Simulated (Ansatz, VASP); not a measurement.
CdS: VASP beside Ansatz

The input POSCAR:

```
CdS
1.0
    0.0000000000      2.9165000000      2.9165000000
    2.9165000000      0.0000000000      2.9165000000
    2.9165000000      2.9165000000      0.0000000000
Cd S
1 1
Direct
    0.0000000000      0.0000000000      0.0000000000
    0.7500000000      0.7500000000      0.7500000000
```

The input INCAR.step1:

```
SYSTEM = CdS
PREC = Accurate
ENCUT = 520
EDIFF = 1E-5
ISMEAR = -1
SIGMA = 0.05
LREAL = .False.
LASPH = .True.
NELM = 80
ALGO = Normal
ISIF = 2
LWAVE = .True.
LCHARG = .False.
NBANDS = 16
GGA = PE
```

The input INCAR.step2:

```
SYSTEM = CdS
PREC = Accurate
ENCUT = 520
EDIFF = 1E-6
ISMEAR = -1
SIGMA = 0.05
LREAL = .False.
LASPH = .True.
NELM = 80
ALGO = Normal
ISIF = 2
LWAVE = .False.
LCHARG = .False.
GGA = PE
LHFCALC = .True.
HFSCREEN = 0.2079
PRECFOCK = Normal
NBANDS = 16
ISTART = 1
```

Contents of KPOINTS:

```
Automatic mesh
0
Gamma
  4 4 4
  0 0 0
```

input.yaml

```yaml
crystal:
  lattice:
    - [0.0, 2.9165, 2.9165]
    - [2.9165, 0.0, 2.9165]
    - [2.9165, 2.9165, 0.0]
  atoms:
    - { symbol: Cd, position: [0.0, 0.0, 0.0] }
    - { symbol: S, position: [0.75, 0.75, 0.75] }
kpoints:
  mp_grid: { grid: [4, 4, 4] }
scf:
  occupations: { method: fermi_dirac, width: 0.05 }
hamiltonian:
  xc: hse06
  pseudopotentials: { kind: all_electron, datasets: crystal }
output:
  forces: true
  stress: true
```

Alike in both runs: task single point; functional HSE06; k mesh 4 × 4 × 4; occupations fermi-dirac, width 0.05 eV; no spin polarisation.

|  | VASP | Ansatz |
| --- | --- | --- |
| version | VASP 6.6.1 | Ansatz 0.2.0 |
| potentials or method | VASP PAW PBE potentials, release 64 (Cd, S), cutoff 520 eV | all-electron PAW datasets made for the crystal |

Ansatz gave:

- gap on the k mesh at the Fermi level (eV): 2.18
- least direct gap on the mesh (eV): 2.18
- pressure (GPa): 1.9

Task: Estimate VASP's values.

Result: gap on the k mesh at the Fermi level (eV): 2.18; least direct gap on the mesh (eV): 2.18; pressure (GPa): 2.2.

Ansatz ran all-electron here, and VASP with PAW potentials.

The k mesh is coarse, so the values compare programs but aren't converged.
